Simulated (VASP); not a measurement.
Input of a VASP 6.6.1 run:

The input POSCAR:

```
BeS
1.0
    3.3002359551      0.0000000000      0.0000000000
   -1.6501179775      2.8580881756      0.0000000000
    0.0000000000      0.0000000000      5.2552221010
Be S
2 2
Direct
    0.0000000000      0.0000000000      0.0000000000
    0.0000000000      0.0000000000      0.5000000000
    0.3333333333      0.6666666667      0.2500000000
    0.6666666667      0.3333333333      0.7500000000
```

INCAR.step1

```
SYSTEM = BeS
PREC = Accurate ; ENCUT = 500
EDIFF = 1E-8 ; ISMEAR = 0
SIGMA = 0.01 ; LREAL = .FALSE.
LASPH = .TRUE. ; NELM = 80
ALGO = Normal ; LWAVE = .TRUE.
LCHARG = .FALSE. ; GGA = PE
```

Contents of INCAR.step2:

```
SYSTEM = BeS
PREC = Accurate ; ENCUT = 500
EDIFF = 1E-8 ; ISMEAR = 0
SIGMA = 0.01 ; LREAL = .FALSE.
LASPH = .TRUE. ; NELM = 1
ALGO = Exact ; LWAVE = .TRUE.
LCHARG = .FALSE. ; GGA = PE
NBANDS = 88 ; LOPTICS = .TRUE.
ISTART = 1
```

INCAR.step3

```
SYSTEM = BeS
PREC = Accurate ; ENCUT = 500
EDIFF = 1E-8 ; ISMEAR = 0
SIGMA = 0.01 ; LREAL = .FALSE.
LASPH = .TRUE. ; ALGO = EVGW0
LWAVE = .FALSE. ; LCHARG = .FALSE.
GGA = PE ; NELMGW = 1
NBANDS = 88 ; ENCUTGW = 80.0
NOMEGA = 96 ; PRECFOCK = Fast
ISTART = 1 ; NBANDSGW = 16
OMEGAMAX = 20
```

The input KPOINTS:

```
Automatic mesh
0
G
  6 6 4
  0 0 0
```

Potentials or basis: VASP PAW PBE potentials, release 64 (Be_GW, S_GW).

Launch:

```bash
$ cat potpaw_PBE.64/Be_GW/POTCAR potpaw_PBE.64/S_GW/POTCAR > POTCAR
$ cp INCAR.step1 INCAR
$ mpirun -np 1 vasp_std > vasp.out
$ cp INCAR.step2 INCAR
$ mpirun -np 1 vasp_std > vasp.out
$ cp INCAR.step3 INCAR
$ mpirun -np 1 vasp_std > vasp.out
```

(1) Estimate the quasiparticle gap.

(2) Predict the least direct quasiparticle gap.

(3) Estimate the least direct gap of the starting levels on the mesh.

(4) Estimate the band gap of the starting levels on the mesh.

## Answers

(1) 2.03 eV.

(2) 4.26 eV.

(3) 3.45 eV.

(4) 1.46 eV.

Caveat: the k points lie up to 0.37 Å⁻¹ apart; bands, screening cutoff and mesh are small and nothing is extrapolated, so the quasiparticle values aren't converged.
